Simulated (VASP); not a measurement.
# SiC (Moissanite) (P3m1) in VASP: notebook

Runs on SiC (Moissanite). Level: PBE. Tasks: single point.

Program: VASP 6.6.1. These are calculated values, not measurements. Logs are shortened: lines on timing, memory, paths and dates and some standing lists are left out, and cuts for length are marked.

## 1. The cell of the first run

The structure is trigonal, space group P3m1 (No. 156). The conventional cell has a = 3.076 Å, b = 3.076 Å, c = 5.048 Å, α = 90.00°, β = 90.00°, γ = 120.00°. Si (site symmetry 3m) has 4 C at 1.84 to 1.94 Å within 2.4 Å. Within 2.5 Å of Si (site symmetry 3m) lie 4 C at 1.87 to 2.04 Å. C (site symmetry 3m) has 4 Si at 1.87 to 1.94 Å within 2.5 Å. Within 2.4 Å of C (site symmetry 3m) lie 4 Si at 1.84 to 2.04 Å.

## 2. Single point, PBE

Input file INCAR:

```
PREC = Accurate ; ENCUT = 520
EDIFF = 1E-6 ; ISMEAR = 0
SIGMA = 0.01 ; LREAL = F
LASPH = T ; NELM = 100
ALGO = Normal ; ISIF = 2
LWAVE = F ; LCHARG = F
GGA = PE ; NBANDS = 16
```

Input file KPOINTS:

```
regular mesh
0
Gamma
  5 5 3
```

Input file POSCAR:

```
SiC
1.0
    3.0760000000      0.0000000000      0.0000000000
   -1.5380000000      2.6638941400      0.0000000000
    0.0000000000      0.0000000000      5.0480000000
Si C
2 2
Direct
    0.3333333333      0.6666666667      0.0000000000
    0.6666666667      0.3333333333      0.5000000000
    0.3333333333      0.6666666667      0.3850000000
    0.6666666667      0.3333333333      0.9050000000
```

Potentials or basis: VASP PAW PBE potentials, release 64 (Si, C).

Launch:

```
cat potpaw_PBE.64/Si/POTCAR potpaw_PBE.64/C/POTCAR > POTCAR
mpirun -np 1 vasp_std > vasp.out
```

OUTCAR:

```text
PREC = Accurate
   ENCUT = 520
   EDIFF = 1E-6
   ISMEAR = 0
   LREAL = F
   LASPH = T
   NELM = 100
   ISIF = 2
   GGA = PE

 ion  position               nearest neighbor table
   1  0.333  0.667  0.000-   4 1.84   4 1.84   4 1.84   3 1.94   2 3.09   2 3.09   2 3.09   2 3.09
                             2 3.09   2 3.09
   2  0.667  0.333  0.500-   3 1.87   3 1.87   3 1.87   4 2.04   1 3.09   1 3.09   1 3.09   1 3.09
                             1 3.09   1 3.09
   3  0.333  0.667  0.385-   2 1.87   2 1.87   2 1.87   1 1.94
   4  0.667  0.333  0.905-   1 1.84   1 1.84   1 1.84   2 2.04

  LATTYP: Found a hexagonal cell.
 ALAT       =     3.0760000000
 C/A-ratio  =     1.6410923277

  Lattice vectors:

 A1 = (   3.0760000000,   0.0000000000,   0.0000000000)
 A2 = (  -1.5380000000,   2.6638941400,   0.0000000000)
 A3 = (   0.0000000000,   0.0000000000,   5.0480000000)

Analysis of symmetry for initial positions (statically):
=====================================================================
 Subroutine PRICEL returns:
 Original cell was already a primitive cell.

 Routine SETGRP: Setting up the symmetry group for a
 hexagonal supercell.

 Subroutine GETGRP returns: Found  6 space group operations
 (whereof  6 operations were pure point group operations)
 out of a pool of 24 trial point group operations.

The static configuration has the point symmetry C_3v.

Analysis of symmetry for dynamics (positions and initial velocities):
=====================================================================
 Subroutine PRICEL returns:
 Original cell was already a primitive cell.

 Routine SETGRP: Setting up the symmetry group for a
 hexagonal supercell.

 Subroutine GETGRP returns: Found  6 space group operations
 (whereof  6 operations were pure point group operations)
 out of a pool of 24 trial point group operations.

The dynamic configuration has the point symmetry C_3v.

 Subroutine INISYM returns: Found  6 space group operations
 (whereof  6 operations are pure point group operations),
 and found     1 'primitive' translations

----------------------------------------------------------------------------------------

                                     Primitive cell

  volume of cell :      41.3640

  direct lattice vectors                    reciprocal lattice vectors
     3.076000000  0.000000000  0.000000000     0.325097529  0.187695146  0.000000000
    -1.538000000  2.663894140  0.000000000     0.000000000  0.375390292  0.000000000
     0.000000000  0.000000000  5.048000000     0.000000000  0.000000000  0.198098257

  length of vectors
     3.076000000  3.075999998  5.048000000     0.375390292  0.375390292  0.198098257

  position of ions in fractional coordinates (direct lattice)
     0.333333333  0.666666667  0.000000000
     0.666666667  0.333333333  0.500000000
     0.333333333  0.666666667  0.385000000
     0.666666667  0.333333333  0.905000000

  ion indices of the primitive-cell ions
   primitive index   ion index
                 1           1
                 2           2
                 3           3
                 4           4

----------------------------------------------------------------------------------------

 KPOINTS: regular mesh

Automatic generation of k-mesh.
 Grid dimensions read from file:
 generate k-points for:    5    5    3

 Generating k-lattice:

  Cartesian coordinates                     Fractional coordinates (reciprocal lattice)
     0.065019506  0.037539029  0.000000000     0.200000000  0.000000000  0.000000000
     0.000000000  0.075078058  0.000000000     0.000000000  0.200000000  0.000000000
     0.000000000  0.000000000  0.066032752     0.000000000  0.000000000  0.333333333

  Length of vectors
     0.075078058  0.075078058  0.066032752

  Shift w.r.t. Gamma in fractional coordinates (k-lattice)
     0.000000000  0.000000000  0.000000000

 Subroutine IBZKPT returns following result:
 ===========================================

 Found     12 irreducible k-points:

 Following reciprocal coordinates:
            Coordinates               Weight
  0.000000  0.000000  0.000000      1.000000
  0.200000 -0.000000  0.000000      6.000000
  0.400000  0.000000  0.000000      6.000000
  0.200000  0.200000  0.000000      6.000000
  0.400000  0.200000  0.000000      6.000000
  0.000000  0.000000  0.333333      2.000000
  0.200000 -0.000000  0.333333      6.000000
  0.000000  0.200000  0.333333      6.000000
  0.400000  0.000000  0.333333      6.000000
  0.000000  0.400000  0.333333      6.000000
  0.200000  0.200000  0.333333     12.000000
  0.400000  0.200000  0.333333     12.000000
   k-points           NKPTS =     12   k-points in BZ     NKDIM =     12   number of bands    NBANDS=     16
   number of dos      NEDOS =    301   number of ions     NIONS =      4
   total plane-waves  NPLWV =  23040
   dimension x,y,z NGX =    24 NGY =   24 NGZ =   40
   dimension x,y,z NGXF=    48 NGYF=   48 NGZF=   80
   ions per type =               2   2
   NGX,Y,Z   is equivalent  to a cutoff of  12.97, 12.97, 13.17 a.u.
   NGXF,Y,Z  is equivalent  to a cutoff of  25.94, 25.94, 26.35 a.u.
 SYSTEM =  unknown system
   PREC   = accura    normal or accurate (medium, high low for compatibility)
   ISTART =      0    job   : 0-new  1-cont  2-samecut
   ICHARG =      2    charge: 1-file 2-atom 10-const
   ISPIN  =      1    spin polarized calculation?
   LNONCOLLINEAR =      F non collinear calculations
   LSORBIT =      F    spin-orbit coupling
   LASPH  =      T    aspherical Exc in radial PAW
   ENCUT  =  520.0 eV  38.22 Ry    6.18 a.u.   5.72  5.72  9.39*2*pi/ulx,y,z
   NELM   =    100;   NELMIN=  2; NELMDL= -5     # of ELM steps
   EDIFF  = 0.1E-05   stopping-criterion for ELM
   LREAL  =      F    real-space projection
   EDIFFG = 0.1E-04   stopping-criterion for IOM
   NSW    =      0    number of steps for IOM
   IBRION =     -1    ionic relax: 0-MD 1-quasi-New 2-CG
   NFREE  =      0    steps in history (QN), initial steepest desc. (CG)
   ISIF   =      2    stress and relaxation
   ISYM   =      2    0-nonsym 1-usesym 2-fastsym
   POTIM  = 0.5000    time-step for ionic-motion
   TEBEG  =    0.0;   TEEND  =   0.0 temperature during run
   PSTRESS=    0.0 pullay stress
   NELECT =      16.0000    total number of electrons
   NUPDOWN=      -1.0000    fix difference up-down
   EMIN   =  10.00;   EMAX   =-10.00  energy-range for DOS
   EFERMI =   0.00;   METHOD = LEGACY
   ISMEAR =     0;   SIGMA  =   0.01  broadening in eV -4-tet -1-fermi 0-gaus
   EFERMI_NEDOS =   21; number of points for ismear=-14 and -15
   IALGO  =     38    algorithm
   IMIX   =      4    mixing-type and parameters
     AMIX     =   0.40;   BMIX     =  1.00
     AMIX_MAG =   1.60;   BMIX_MAG =  1.00
  volume/ion in A,a.u.               =      10.34        69.78
  Fermi-wavevector in a.u.,A,eV,Ry     =   1.192817  2.254098 19.358549  1.422813
  Thomas-Fermi vector in A             =   2.328847
   LORBIT       =      0    0 simple, 1 ext, 2 COOP (PROOUT), +10 PAW based schemes
   GGA     = PE    functional components
   LHFCALC =     F    Hartree Fock is set to
   AEXX    =    0.0000 exact exchange contribution
   IVDW    =     0    specifies the selected vdW correction
   LEPSILON=     F    determine dielectric tensor
   LRPA    =     F    only Hartree local field effects (RPA)
 non-spin polarized calculation
 Gauss-broadening in eV      SIGMA  =   0.01
  energy-cutoff  :      520.00
  volume of cell :       41.36
 maximum number of plane-waves:      1118
 NGX is ok and might be reduce to    24
   NGX = 11   NGY = 11   NGZ = 19

 number of electron      16.0000000 magnetization

 Free energy of the ion-electron system (eV)
  ---------------------------------------------------
  ext. energy  EPLUGINS =         0.00000000
  ---------------------------------------------------
  free energy    TOTEN  =       -29.85609401 eV

  energy without entropy =      -29.85609401  energy(sigma->0) =      -29.85609401

 E-fermi :   8.7872     XC(G=0): -11.3442

 val. band max:        8.6857196237   @ k =   0.0000   0.0000   0.0000
 cond. band min:      11.1838617174   @ k =   0.4000   0.0000   0.0000
 fundamental gap:      2.4981420938
 Fermi energy:         8.7871883544

 k-point     1 :       0.0000    0.0000    0.0000
  band No.  band energies     occupation
      1      -7.3237      2.00000
      2      -3.8693      2.00000
      3      -0.1273      2.00000
      4       6.7441      2.00000
      5       6.7441      2.00000
      6       8.0313      2.00000
[... 8 lines left out ...]
     15      17.0101      0.00000
     16      19.8920      0.00000

 k-point     2 :       0.2000   -0.0000    0.0000
  band No.  band energies     occupation
      1      -6.6351      2.00000
      2      -3.2872      2.00000
      3       0.5043      2.00000
      4       3.9568      2.00000
      5       5.8710      2.00000
      6       5.9424      2.00000
[... 8 lines left out ...]
     15      17.8325      0.00000
     16      18.3412      0.00000

 k-point     3 :       0.4000    0.0000    0.0000
  band No.  band energies     occupation
      1      -4.7461      2.00000
      2      -2.2431      2.00000
      3       0.4132      2.00000
      4       2.4434      2.00000
      5       2.7342      2.00000
      6       4.9180      2.00000
[... 8 lines left out ...]
     15      19.2028      0.00000
     16      20.2291      0.00000

 k-point     4 :       0.2000    0.2000    0.0000
  band No.  band energies     occupation
      1      -5.3224      2.00000
      2      -2.3551      2.00000
      3       1.2353      2.00000
      4       2.4419      2.00000
      5       3.1802      2.00000
      6       4.4808      2.00000
[... 8 lines left out ...]
     15      19.2532      0.00000
     16      19.5476      0.00000
[... 96 lines left out ...]
 k-point    10 :       0.0000    0.4000    0.3333
  band No.  band energies     occupation
      1      -4.2748      2.00000
      2      -3.0305      2.00000
      3       0.3124      2.00000
      4       1.4762      2.00000
      5       4.5790      2.00000
      6       5.2908      2.00000
[... 8 lines left out ...]
     15      20.3560      0.00000
     16      20.4488      0.00000

 k-point    11 :       0.2000    0.2000    0.3333
  band No.  band energies     occupation
      1      -4.8298      2.00000
      2      -3.4550      2.00000
      3       1.5782      2.00000
      4       2.7589      2.00000
      5       4.1321      2.00000
      6       4.3919      2.00000
[... 8 lines left out ...]
     15      17.8273      0.00000
     16      19.6640      0.00000

 k-point    12 :       0.4000    0.2000    0.3333
  band No.  band energies     occupation
      1      -3.1530      2.00000
      2      -2.4950      2.00000
      3       0.1441      2.00000
      4       0.8335      2.00000
      5       2.9138      2.00000
      6       4.1421      2.00000
[... 8 lines left out ...]
     15      20.2896      0.00000
     16      20.9121      0.00000

------------------------ aborting loop because EDIFF is reached ----------------------------------------

  FORCE on cell =-STRESS in cart. coord.  units (eV):
  Direction    XX          YY          ZZ          XY          YZ          ZX
  --------------------------------------------------------------------------------------
  -------------------------------------------------------------------------------------
  Total        1.9630770      1.9630770     -0.2627096     -0.0000000      0.0000000      0.0000000
  in kB       76.0370523     76.0370522    -10.1756903     -0.0000000      0.0000000      0.0000000
  external PRESSURE =      47.2994714 kB  Pullay stress =       0.0000000 kB

 VOLUME and BASIS-vectors are now :
 -----------------------------------------------------------------------------
  energy-cutoff  :      520.00
  volume of cell :       41.36
      direct lattice vectors                 reciprocal lattice vectors
     3.076000000  0.000000000  0.000000000     0.325097529  0.187695146  0.000000000
    -1.538000000  2.663894140  0.000000000     0.000000000  0.375390292  0.000000000
     0.000000000  0.000000000  5.048000000     0.000000000  0.000000000  0.198098257

 POSITION                                       TOTAL-FORCE (eV/Angst)
 -----------------------------------------------------------------------------------
     -0.00000      1.77593      0.00000        -0.000000      0.000000      1.516750
      1.53800      0.88796      2.52400        -0.000000      0.000000      1.104993
     -0.00000      1.77593      1.94348        -0.000000      0.000000     -0.091459
      1.53800      0.88796      4.56844         0.000000     -0.000000     -2.530283
 -----------------------------------------------------------------------------------
    total drift:                               -0.000000      0.000000     -0.000283

  FREE ENERGIE OF THE ION-ELECTRON SYSTEM (eV)
  ---------------------------------------------------
  free  energy   TOTEN  =       -29.8560940059 eV

  energy  without entropy=      -29.8560940059  energy(sigma->0) =      -29.85609401
```

Wall time 3.7 s (1 thread of Intel Xeon 6975P-C, shared host); peak memory 0.15 GiB.

What came out:

- Free energy: -29.8561 eV
- Pressure: 4.7 GPa
- Largest force: 2.530 eV/Å
- Band gap on the k mesh: 2.50 eV, indirect (least direct gap 4.27 eV)

Forces on the atoms (eV/Å):
```
Si   0.000  0.000  1.517
Si   0.000  0.000  1.105
C    0.000  0.000 -0.091
C    0.000  0.000 -2.530
```

Caveat: the k points lie up to 0.47 Å⁻¹ apart; forces of over 1 eV/Å act on the atoms, so gaps and moduli don't describe the material at rest.

[end of part 1 of 2]
